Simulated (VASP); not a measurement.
AlNi (NiAl (Pm-3m)):

```xyz
2
Lattice="2.8597 0.0000 0.0000 0.0000 2.8597 0.0000 0.0000 0.0000 2.8597" Properties=species:S:1:pos:R:3 pbc="T T T"
Al    1.4299    1.4299    1.4299
Ni    0.0000    0.0000    0.0000
```

```yaml
Program: VASP 6.6.1
Task: relaxation of cell and atoms
Functional: PBE
Potentials_or_basis: VASP PAW PBE potentials, release 64 (Al, Ni)
Cutoff: 600 eV
k_mesh: 13 × 13 × 13
Occupations: fermi-dirac, width 1 eV
Spin: no spin polarisation
```

At the start: pressure 19.3 GPa; volume 11.69 Å³/atom.

Problem. Where does the relaxation end?

Solution. Over 5 steps the energy falls by 95.8 meV/atom and the volume is 13.53 Å³/atom (+15.7 %); space group Pm-3m (No. 221, to 0.05 Å).

Step by step:
| step | energy change (eV) | largest force (eV/Å) | pressure (GPa) | volume (Å³) |
| --- | --- | --- | --- | --- |
| 1 | 0.0000 | 0.0000 | 19.31 | 23.39 |
| 2 | -0.1725 | 0.0000 | -4.05 | 28.49 |
| 3 | -0.1916 | 0.0000 | 0.09 | 27.04 |
| 4 | -0.1916 | 0.0000 | -0.13 | 27.11 |
| 5 | -0.1916 | 0.0000 | 0.01 | 27.07 |

Final structure:
```xyz
2
Lattice="3.0026 0.0000 0.0000 0.0000 3.0026 0.0000 0.0000 0.0000 3.0026" Properties=species:S:1:pos:R:3 pbc="T T T"
Al    1.5013    1.5013    1.5013
Ni    3.0026    3.0026    0.0000
```

Caveat: the volume moved by over 15 % at a fixed basis, so the end points are rough.
